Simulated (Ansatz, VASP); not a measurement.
# One calculation of NbGaSe3, two programs

Contents of INCAR:

```
PREC = Accurate
ENCUT = 520
EDIFF = 1E-6
ISMEAR = 0
SIGMA = 0.1
LREAL = F
LASPH = T
NELM = 150
ALGO = Fast
ISIF = 2
LWAVE = F
LCHARG = F
ISPIN = 2
MAGMOM = 2.03 -0.02 -0.09 -0.09 -0.09
LORBIT = 11
LMAXMIX = 4
GGA = PE
NBANDS = 34
```

KPOINTS

```
Automatic mesh
0
Gamma
  6 6 4
```

The input POSCAR:

```
NbGaSe3
1.0
    5.2535277700      0.0000000000      0.0000000000
   -2.6267638900      4.5496885100      0.0000000000
    0.0000000000      0.0000000000      5.3482305700
Nb Ga Se
1 1 3
Direct
    0.0000000000      0.0000000000      0.5000000000
    0.0000000000      0.0000000000      0.0000000000
    0.5000000000      0.0000000000      0.0000000000
    0.0000000000      0.5000000000      0.0000000000
    0.5000000000      0.5000000000      0.0000000000
```

Input for Ansatz:

```yaml
crystal:
  lattice:
    - [5.25352777, 0.0, 0.0]
    - [-2.62676389, 4.54968851, 0.0]
    - [0.0, 0.0, 5.34823057]
  atoms:
    - { symbol: Nb, position: [0.0, 0.0, 0.5] }
    - { symbol: Ga, position: [0.0, 0.0, 0.0] }
    - { symbol: Se, position: [0.5, 0.0, 0.0] }
    - { symbol: Se, position: [0.0, 0.5, 0.0] }
    - { symbol: Se, position: [0.5, 0.5, 0.0] }
basis:
  ecutwfc: 420
kpoints:
  mp_grid: { grid: [6, 6, 4] }
hamiltonian:
  xc: pbe
scf:
  occupations: { method: gaussian, width: 0.1 }
  lower_state_search: "off"
output:
  forces: true
  stress: true
  eigenvalues: true
  populations: true
magnetization:
  spin_polarized: true
```

Alike in both runs: task single point; functional PBE; k mesh 6 × 6 × 4; occupations gaussian, width 0.1 eV; collinear spin.

|  | VASP | Ansatz |
| --- | --- | --- |
| version | VASP 6.6.1 | Ansatz 0.2.0 |
| potentials or method | VASP PAW PBE potentials, release 64 (Nb_sv, Ga_d, Se), cutoff 520 eV | scalar-relativistic, plane waves, PAW |
| valence electrons in the cell | 44 | 74 |

```csv
,VASP,Ansatz,Ansatz less VASP
gap on the k mesh at the Fermi level (eV),none,none,-
pressure (GPa),10.2,10.1,-0.08
"traceless stress, the component that is largest in VASP (GPa)",-15.92,-15.85,+0.074
net moment per atom (μB),0.53,0.53,0.000
size of the moment on the site where the two differ most (μB),2.03,1.84,-0.183
```

Site moments also hang on the region over which each program counts them. A gap of «none» marks a metal or a gap that the smearing closes. With one functional, cell and mesh, what is left measures potentials, basis and numerics. VASP's potentials hold 44 valence electrons a cell and Ansatz's 74, so a difference there can come from the potentials and not from the codes. Ansatz's warnings: no starting moments.
